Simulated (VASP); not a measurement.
Here is a VASP 6.6.1 calculation.

File INCAR:

```
PREC = Accurate ; ENCUT = 520
EDIFF = 1E-6 ; ISMEAR = 0
SIGMA = 0.02 ; LREAL = False
LASPH = True ; NELM = 60
ALGO = Normal ; ISIF = 2
LWAVE = False ; LCHARG = True
LDIPOL = True ; IDIPOL = 3
DIPOL = 0.5 0.5 0.500 ; GGA = PE
IVDW = 12 ; LELF = True
LVHAR = True ; LVACPOTAV = True
NBANDS = 12
```

File KPOINTS:

```
Automatic mesh
0
Gamma
  9 9 1
```

The input POSCAR:

```
As
1.0
    3.6930000000      0.0000000000      0.0000000000
   -1.8465000000      3.1982318162      0.0000000000
    0.0000000000      0.0000000000     28.5742413766
As
2
Direct
    0.3333333333      0.6666666667      0.5000000000
    0.6666666667      0.3333333333      0.5000000000
```

Potentials or basis: VASP PAW PBE potentials, release 64 (As).

The run is started by

```console
$ cat potpaw_PBE.64/As/POTCAR > POTCAR
$ mpirun -np 1 vasp_std > vasp.out
```

Predict the band gap on the k mesh.

zero (band 5 reaches -2.62 eV, above the bottom of band 6 at -3.40 eV).

Estimate the dispersion energy per atom.

-0.206 eV.
